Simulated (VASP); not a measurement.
# LiB2C2 in VASP: a series of runs

LiB2C2 is run at these levels: PBE, PBEsol; tasks: single point.

All numbers are computed with VASP 6.6.1; they aren't measurements. Logs are shortened: lines on timing, memory, paths and dates and some standing lists are left out, and cuts for length are marked.

## 1. The cell of the first run

Symmetry: P-3m1, No. 164, trigonal system. Conventional cell: a = 2.607 Å, b = 2.607 Å, c = 6.942 Å, α = 90.00°, β = 90.00°, γ = 120.00°. Within 2.9 Å of Li (site symmetry -3m) lie 6 B at 2.22 Å and 6 C at 2.34 Å and 6 Li at 2.61 Å. Within 2.0 Å of B (site symmetry 3m) lie 3 C at 1.51 Å. C (site symmetry 3m) has 3 B at 1.51 Å within 2.0 Å.

## 2. Single point, PBE (strained and its atoms moved)

Input file INCAR:

```
PREC = Accurate
ENCUT = 520
EDIFF = 1E-7
ISMEAR = 0
SIGMA = 0.1
LREAL = False
LASPH = True
NELM = 100
ALGO = Normal
ISIF = 2
LWAVE = False
LCHARG = True
GGA = PE
LELF = True
LVHAR = True
NBANDS = 16
```

Input file KPOINTS:

```
regular mesh
0
Gamma
  15 15 6
```

Input file POSCAR:

```
LiB2C2
1.0
    2.6066285928      0.0000000000      0.0000000000
   -1.3033142964      2.2574065796      0.0000000000
    0.0000000000      0.0000000000      6.9415964661
Li B C
1 2 2
Direct
    0.0000000000      0.0000000000      0.5000000000
    0.3333333300      0.6666666700      0.7357946983
    0.6666666700      0.3333333300      0.2642053017
    0.3333333300      0.6666666700      0.2409879770
    0.6666666700      0.3333333300      0.7590120230
```

Potentials or basis: VASP PAW PBE potentials, release 64 (Li_sv, B, C).

On the command line:

```sh
> cat potpaw_PBE.64/Li_sv/POTCAR potpaw_PBE.64/B/POTCAR potpaw_PBE.64/C/POTCAR > POTCAR
> mpirun -np 1 vasp_std > vasp.out
```

OUTCAR:

```text
PREC = Accurate
   ENCUT = 520
   EDIFF = 1E-7
   ISMEAR = 0
   LREAL = False
   LASPH = True
   NELM = 100
   ISIF = 2
   GGA = PE

 ion  position               nearest neighbor table
   1  0.000  0.000  0.500-   2 2.22   3 2.22   3 2.22   2 2.22   3 2.22   2 2.22
   2  0.333  0.667  0.736-   5 1.51   5 1.51   5 1.51   1 2.22   1 2.22   1 2.22
   3  0.667  0.333  0.264-   4 1.51   4 1.51   4 1.51   1 2.22   1 2.22   1 2.22
   4  0.333  0.667  0.241-   3 1.51   3 1.51   3 1.51
   5  0.667  0.333  0.759-   2 1.51   2 1.51   2 1.51

  LATTYP: Found a hexagonal cell.
 ALAT       =     2.6066285928
 C/A-ratio  =     2.6630554446

  Lattice vectors:

 A1 = (   2.6066285928,   0.0000000000,   0.0000000000)
 A2 = (  -1.3033142964,   2.2574065796,   0.0000000000)
 A3 = (   0.0000000000,   0.0000000000,   6.9415964661)

Analysis of symmetry for initial positions (statically):
=====================================================================
 Subroutine PRICEL returns:
 Original cell was already a primitive cell.

 Routine SETGRP: Setting up the symmetry group for a
 hexagonal supercell.

 Subroutine GETGRP returns: Found 12 space group operations
 (whereof 12 operations were pure point group operations)
 out of a pool of 24 trial point group operations.

The static configuration has the point symmetry D_3d.

Analysis of symmetry for dynamics (positions and initial velocities):
=====================================================================
 Subroutine PRICEL returns:
 Original cell was already a primitive cell.

 Routine SETGRP: Setting up the symmetry group for a
 hexagonal supercell.

 Subroutine GETGRP returns: Found 12 space group operations
 (whereof 12 operations were pure point group operations)
 out of a pool of 24 trial point group operations.

The dynamic configuration has the point symmetry D_3d.

 Subroutine INISYM returns: Found 12 space group operations
 (whereof 12 operations are pure point group operations),
 and found     1 'primitive' translations

----------------------------------------------------------------------------------------

                                     Primitive cell

  volume of cell :      40.8459

  direct lattice vectors                    reciprocal lattice vectors
     2.606628593  0.000000000  0.000000000     0.383637317  0.221493108  0.000000000
    -1.303314296  2.257406580  0.000000000     0.000000000  0.442986217  0.000000000
     0.000000000  0.000000000  6.941596466     0.000000000  0.000000000  0.144059080

  length of vectors
     2.606628593  2.606628593  6.941596466     0.442986217  0.442986217  0.144059080

  position of ions in fractional coordinates (direct lattice)
     0.000000000  0.000000000  0.500000000
     0.333333330  0.666666670  0.735794698
     0.666666670  0.333333330  0.264205302
     0.333333330  0.666666670  0.240987977
     0.666666670  0.333333330  0.759012023

  ion indices of the primitive-cell ions
   primitive index   ion index
                 1           1
                 2           2
                 3           3
                 4           4
                 5           5

----------------------------------------------------------------------------------------

 KPOINTS: regular mesh

Automatic generation of k-mesh.
 Grid dimensions read from file:
 generate k-points for:   15   15    6

 Generating k-lattice:

  Cartesian coordinates                     Fractional coordinates (reciprocal lattice)
     0.025575821  0.014766207  0.000000000     0.066666667  0.000000000  0.000000000
     0.000000000  0.029532414  0.000000000     0.000000000  0.066666667  0.000000000
     0.000000000  0.000000000  0.024009847     0.000000000  0.000000000  0.166666667

  Length of vectors
     0.029532414  0.029532414  0.024009847

  Shift w.r.t. Gamma in fractional coordinates (k-lattice)
     0.000000000  0.000000000  0.000000000

 Subroutine IBZKPT returns following result:
 ===========================================

 Found    146 irreducible k-points:

 Following reciprocal coordinates:
            Coordinates               Weight
  0.000000  0.000000  0.000000      1.000000
  0.066667  0.000000  0.000000      6.000000
  0.133333 -0.000000  0.000000      6.000000
  0.200000  0.000000  0.000000      6.000000
  0.266667 -0.000000  0.000000      6.000000
  0.333333 -0.000000  0.000000      6.000000
[... 16 lines left out ...]
  0.333333  0.200000  0.000000     12.000000
  0.400000  0.200000  0.000000      6.000000
 [... further k-points ...]
   k-points           NKPTS =    146   k-points in BZ     NKDIM =    146   number of bands    NBANDS=     16
   number of dos      NEDOS =    301   number of ions     NIONS =      5
   total plane-waves  NPLWV =  21600
   dimension x,y,z NGX =    20 NGY =   20 NGZ =   54
   dimension x,y,z NGXF=    40 NGYF=   40 NGZF=  108
   ions per type =               1   2   2
   NGX,Y,Z   is equivalent  to a cutoff of  12.76, 12.76, 12.93 a.u.
   NGXF,Y,Z  is equivalent  to a cutoff of  25.51, 25.51, 25.87 a.u.
 SYSTEM =  unknown system
   PREC   = accura    normal or accurate (medium, high low for compatibility)
   ISTART =      0    job   : 0-new  1-cont  2-samecut
   ICHARG =      2    charge: 1-file 2-atom 10-const
   ISPIN  =      1    spin polarized calculation?
   LNONCOLLINEAR =      F non collinear calculations
   LSORBIT =      F    spin-orbit coupling
   LASPH  =      T    aspherical Exc in radial PAW
   ENCUT  =  520.0 eV  38.22 Ry    6.18 a.u.   4.85  4.85 12.91*2*pi/ulx,y,z
   NELM   =    100;   NELMIN=  2; NELMDL= -5     # of ELM steps
   EDIFF  = 0.1E-06   stopping-criterion for ELM
   LREAL  =      F    real-space projection
   EDIFFG = 0.1E-05   stopping-criterion for IOM
   NSW    =      0    number of steps for IOM
   IBRION =     -1    ionic relax: 0-MD 1-quasi-New 2-CG
   NFREE  =      0    steps in history (QN), initial steepest desc. (CG)
   ISIF   =      2    stress and relaxation
   ISYM   =      2    0-nonsym 1-usesym 2-fastsym
   POTIM  = 0.5000    time-step for ionic-motion
   TEBEG  =    0.0;   TEEND  =   0.0 temperature during run
   PSTRESS=    0.0 pullay stress
   NELECT =      17.0000    total number of electrons
   NUPDOWN=      -1.0000    fix difference up-down
   EMIN   =  10.00;   EMAX   =-10.00  energy-range for DOS
   EFERMI =   0.00;   METHOD = LEGACY
   ISMEAR =     0;   SIGMA  =   0.10  broadening in eV -4-tet -1-fermi 0-gaus
   EFERMI_NEDOS =   21; number of points for ismear=-14 and -15
   IALGO  =     38    algorithm
   IMIX   =      4    mixing-type and parameters
     AMIX     =   0.40;   BMIX     =  1.00
     AMIX_MAG =   1.60;   BMIX_MAG =  1.00
  volume/ion in A,a.u.               =       8.17        55.13
  Fermi-wavevector in a.u.,A,eV,Ry     =   1.222292  2.309797 20.327079  1.493998
  Thomas-Fermi vector in A             =   2.357444
   LORBIT       =      0    0 simple, 1 ext, 2 COOP (PROOUT), +10 PAW based schemes
   GGA     = PE    functional components
   LHFCALC =     F    Hartree Fock is set to
   AEXX    =    0.0000 exact exchange contribution
   IVDW    =     0    specifies the selected vdW correction
   LEPSILON=     F    determine dielectric tensor
   LRPA    =     F    only Hartree local field effects (RPA)
 non-spin polarized calculation
 Gauss-broadening in eV      SIGMA  =   0.10
  energy-cutoff  :      520.00
  volume of cell :       40.85
 maximum number of plane-waves:      1125
   NGX =  9   NGY =  9   NGZ = 25

 number of electron      16.9999995 magnetization

 Free energy of the ion-electron system (eV)
  ---------------------------------------------------
  ext. energy  EPLUGINS =         0.00000000
  ---------------------------------------------------
  free energy    TOTEN  =       -32.86849026 eV

  energy without entropy =      -32.86211302  energy(sigma->0) =      -32.86530164

 E-fermi :   3.5293     XC(G=0): -10.4752

 val. band max:        3.5287443227   @ k =   0.0000   0.4667   0.3333
 cond. band min:       3.5341653839   @ k =   0.4667   0.0667   0.5000
 fundamental gap:      0.0054210612
 Fermi energy:         3.5292999220

 k-point     1 :       0.0000    0.0000    0.0000
  band No.  band energies     occupation
      1     -41.6244      2.00000
      2     -11.1154      2.00000
      3     -10.8416      2.00000
      4      -2.3921      2.00000
      5      -0.3910      2.00000
      6       4.2470      0.00000
[... 8 lines left out ...]
     15      14.4328      0.00000
     16      15.1325      0.00000

 k-point     2 :       0.0667    0.0000    0.0000
  band No.  band energies     occupation
      1     -41.6210      2.00000
      2     -11.0260      2.00000
      3     -10.7502      2.00000
      4      -2.2943      2.00000
      5      -0.2797      2.00000
      6       3.8450      0.00001
[... 8 lines left out ...]
     15      14.8166      0.00000
     16      15.1601      0.00000

 k-point     3 :       0.1333   -0.0000    0.0000
  band No.  band energies     occupation
      1     -41.6115      2.00000
      2     -10.7590      2.00000
      3     -10.4775      2.00000
      4      -2.0034      2.00000
      5       0.0515      2.00000
      6       2.7832      2.00000
[... 8 lines left out ...]
     15      15.4389      0.00000
     16      15.9232      0.00000

 k-point     4 :       0.2000    0.0000    0.0000
  band No.  band energies     occupation
      1     -41.5976      2.00000
      2     -10.3172      2.00000
      3     -10.0273      2.00000
      4      -1.5282      2.00000
      5       0.5892      2.00000
      6       1.3513      2.00000
[... 8 lines left out ...]
     15      16.8108      0.00000
     16      17.1315      0.00000
[... 324 lines left out ...]
 k-point    22 :       0.2667    0.2000    0.0000
  band No.  band energies     occupation
      1     -41.5512      2.00000
      2      -7.9779      2.00000
      3      -7.6709      2.00000
      4      -2.3360      2.00000
      5      -2.0853      2.00000
      6      -0.6083      2.00000
[... 8 lines left out ...]
     15      16.3179      0.00000
     16      16.8291      0.00000

 k-point    23 :       0.3333    0.2000    0.0000
  band No.  band energies     occupation
      1     -41.5435      2.00000
      2      -7.1531      2.00000
      3      -6.8744      2.00000
      4      -3.4051      2.00000
      5      -3.1884      2.00000
      6      -0.9767      2.00000
[... 8 lines left out ...]
     15      15.8142      0.00000
     16      16.8765      0.00000

 k-point    24 :       0.4000    0.2000    0.0000
  band No.  band energies     occupation
      1     -41.5408      2.00000
      2      -6.6912      2.00000
      3      -6.4752      2.00000
      4      -3.8815      2.00000
      5      -3.7850      2.00000
      6      -1.0937      2.00000
[... 8 lines left out ...]
     15      15.5176      0.00000
     16      16.8972      0.00000

 [... further k-points ...]

------------------------ aborting loop because EDIFF is reached ----------------------------------------

  FORCE on cell =-STRESS in cart. coord.  units (eV):
  Direction    XX          YY          ZZ          XY          YZ          ZX
  --------------------------------------------------------------------------------------
  -------------------------------------------------------------------------------------
  Total        8.5510818      8.5510818      0.7203498      0.0000000     -0.0000000      0.0000000
  in kB      335.4156632    335.4156633     28.2556762      0.0000000     -0.0000000      0.0000000
  external PRESSURE =     233.0290009 kB  Pullay stress =       0.0000000 kB

 VOLUME and BASIS-vectors are now :
 -----------------------------------------------------------------------------
  energy-cutoff  :      520.00
  volume of cell :       40.85
      direct lattice vectors                 reciprocal lattice vectors
     2.606628593  0.000000000  0.000000000     0.383637317  0.221493108  0.000000000
    -1.303314296  2.257406580  0.000000000     0.000000000  0.442986217  0.000000000
     0.000000000  0.000000000  6.941596466     0.000000000  0.000000000  0.144059080

 POSITION                                       TOTAL-FORCE (eV/Angst)
 -----------------------------------------------------------------------------------
      0.00000      0.00000      3.47080        -0.000000      0.000000      0.000000
     -0.00000      1.50494      5.10759        -0.000000      0.000000      2.718916
      1.30331      0.75247      1.83401         0.000000     -0.000000     -2.718916
     -0.00000      1.50494      1.67284        -0.000000     -0.000000      2.382255
      1.30331      0.75247      5.26876         0.000000      0.000000     -2.382255
 -----------------------------------------------------------------------------------
    total drift:                                0.000000      0.000000     -0.000000

  FREE ENERGIE OF THE ION-ELECTRON SYSTEM (eV)
  ---------------------------------------------------
  free  energy   TOTEN  =       -32.8684902615 eV

  energy  without entropy=      -32.8621130205  energy(sigma->0) =      -32.86530164
```

Wall time 83 s (1 thread of Intel Xeon Platinum 8259CL at 2.50GHz (Skylake/Cascade Lake), shared host); peak memory 0.21 GiB.

Results:

- Free energy: -32.8685 eV
- Largest force: 2.719 eV/Å
- Band gap on the k mesh: zero (an odd number of electrons rules out a gap without spin polarisation)

Forces on the atoms (eV/Å):
```
Li   0.000  0.000  0.000
B    0.000  0.000  2.719
B    0.000  0.000 -2.719
C    0.000  0.000  2.382
C    0.000  0.000 -2.382
```

Levels at points of the mesh, in eV from the Fermi level:
```tsv
k point	band 6	band 7	band 8	band 9	band 10	band 11	band 12	band 13
(0.00, 0.00, 0.00)	0.72	0.72	0.79	0.79	4.58	10.44	10.44	10.88
(0.00, 0.00, 0.50)	0.74	0.74	0.77	0.77	6.47	7.91	10.49	10.49
```

Caveat: the cell differs from its parent crystal (strained and its atoms moved); the cutoff is under 1.25 times the usual one of these potentials, so pressure, stress and relaxed cells hold a basis-set (Pulay) error; forces of over 1 eV/Å act on the atoms, so gaps and moduli don't describe the material at rest.

(Part 1 of 2 ends here.)
